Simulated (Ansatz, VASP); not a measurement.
# Two plane-wave programs on RbBr

The input POSCAR:

```
RbBr
1.0
    0.0000000000      3.7255515813      3.7255515813
    3.7255515813      0.0000000000      3.7255515813
    3.7255515813      3.7255515813      0.0000000000
Rb Br
1 1
Direct
    0.0000000000      0.0000000000      0.0000000000
    0.2500000000      0.2500000000      0.2500000000
```

File INCAR.step1:

```
PREC = Accurate
ENCUT = 520
EDIFF = 1E-5
ISMEAR = 0
SIGMA = 0.01
LREAL = False
LASPH = True
NELM = 100
ALGO = Normal
ISIF = 2
LWAVE = True
LCHARG = False
GGA = PE
NBANDS = 15
```

INCAR.step2

```
PREC = Accurate
ENCUT = 520
EDIFF = 1E-6
ISMEAR = 0
SIGMA = 0.01
LREAL = False
LASPH = True
NELM = 100
ALGO = Normal
ISIF = 2
LWAVE = False
LCHARG = False
GGA = PE
LHFCALC = True
HFSCREEN = 0.2079
PRECFOCK = Normal
ISTART = 1
NBANDS = 15
```

Contents of KPOINTS:

```
regular mesh
0
Gamma
  4 4 4
```

Input for Ansatz:

```yaml
crystal:
  lattice:
    - [0.0, 3.7255515813, 3.7255515813]
    - [3.7255515813, 0.0, 3.7255515813]
    - [3.7255515813, 3.7255515813, 0.0]
  atoms:
    - { symbol: Rb, position: [0.0, 0.0, 0.0] }
    - { symbol: Br, position: [0.25, 0.25, 0.25] }
kpoints:
  mp_grid: { grid: [4, 4, 4] }
  band_path:
    path:
      - [0.0, 0.0, 0.0]
      - [-0.5, -0.5, 0.0]
      - [-0.375, -0.375, 0.25]
      - [-0.375, 0.0, 0.375]
      - [0.0, 0.0, 0.5]
      - [-0.5, -0.25, 0.25]
      - [0.0, 0.5, 0.5]
    npoints: 1
hamiltonian:
  xc: hse06
scf:
  occupations: { method: fixed }
  n_extra_bands: 4
output:
  forces: true
  stress: true
  eigenvalues: true
```

Change from the starting cell: hydrostatic strain -3.7%.

Alike in both runs: task single point; functional HSE06; k mesh 4 × 4 × 4; no spin polarisation.

|  | VASP | Ansatz |
| --- | --- | --- |
| version | VASP 6.6.1 | Ansatz 0.2.0 |
| potentials or method | VASP PAW PBE potentials, release 64 (Rb_sv, Br) | plane waves, PAW |
| plane-wave cutoff (eV) | 520 | 420 |
| occupations | gaussian, width 0.01 eV | fixed |
| valence electrons in the cell | 16 | 16 |

```tsv
	VASP	Ansatz	Ansatz less VASP
gap on the k mesh at the Fermi level (eV)	5.34	5.34	-0.003
pressure (GPa)	1.4	1.4	-0.01
```

Ansatz's warnings: stress exchange threshold loose, stress scf threshold loose.
